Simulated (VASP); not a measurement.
Wanted: the native input for a VASP 6.6.1 run.

```
Task                   : relaxation of cell and atoms
Functional             : PBE
Potentials or basis    : VASP PAW PBE potentials, release 64 (Mg, O)
Cutoff                 : 600 eV
k mesh                 : 12 × 12 × 6
Occupations            : gaussian, width 0.01 eV
Spin                   : no spin polarisation
Target pressure        : 11 GPa
Dipole correction      : no
Further INCAR settings : ALGO = Normal; EDIFF = 1e-07; IBRION = 2; EDIFFG = -0.001; NSW = 80; ISIF = 3
```

The structure of MgO lies in POSCAR:

```
MgO
1.0
    3.4298373350      0.0000000000      0.0000000000
   -1.7149186675      2.9703262630      0.0000000000
    0.0000000000      0.0000000000      4.1394144914
Mg O
2 2
Direct
    0.6666666667      0.3333333333      0.7500000000
    0.3333333333      0.6666666667      0.2500000000
    0.6666666667      0.3333333333      0.2500000000
    0.3333333333      0.6666666667      0.7500000000
```

These files were run (other wordings do the same):

INCAR

```
PREC = Accurate ; ENCUT = 600
EDIFF = 1E-7 ; ISMEAR = 0
SIGMA = 0.01 ; LREAL = F
LASPH = T ; NELM = 120
ALGO = Normal ; ISIF = 3
LWAVE = F ; LCHARG = F
GGA = PE ; IBRION = 2
NSW = 80 ; EDIFFG = -0.001
PSTRESS = 110.0 ; GGA_COMPAT = F
NELMIN = 4
```

KPOINTS

```
Automatic mesh
0
Gamma
  12 12 6
```

Potentials or basis: VASP PAW PBE potentials, release 64 (Mg, O).

Launch:

```sh
$ cat potpaw_PBE.64/Mg/POTCAR potpaw_PBE.64/O/POTCAR > POTCAR
$ mpirun -np 1 vasp_std > vasp.out
```

It gave:

```yaml
Relaxed_volume: 10.50 Å³/atom
Relaxed_cell: a = 3.426 Å, b = 3.426 Å, c = 4.132 Å, α = 90.00°, β = 90.00°, γ = 120.00°
Space_group_after_relaxing_to_0.05_Å: P6_3/mmc (No. 194)
Energy_change_on_relaxing_the_enthalpy_is_what_falls: +2.8 meV/atom
Ionic_steps: 6
Pressure_after_relaxing: 11.0 GPa
Band_gap_on_the_k_mesh: 3.67 eV, direct
```

Caveat: the cell is relaxed towards a set pressure, so the enthalpy falls and the energy may rise.

It took 52 s on 1 thread of Intel(R) Xeon(R) 6975P-C (Granite Rapids) (shared host), peak memory 0.21 GiB.
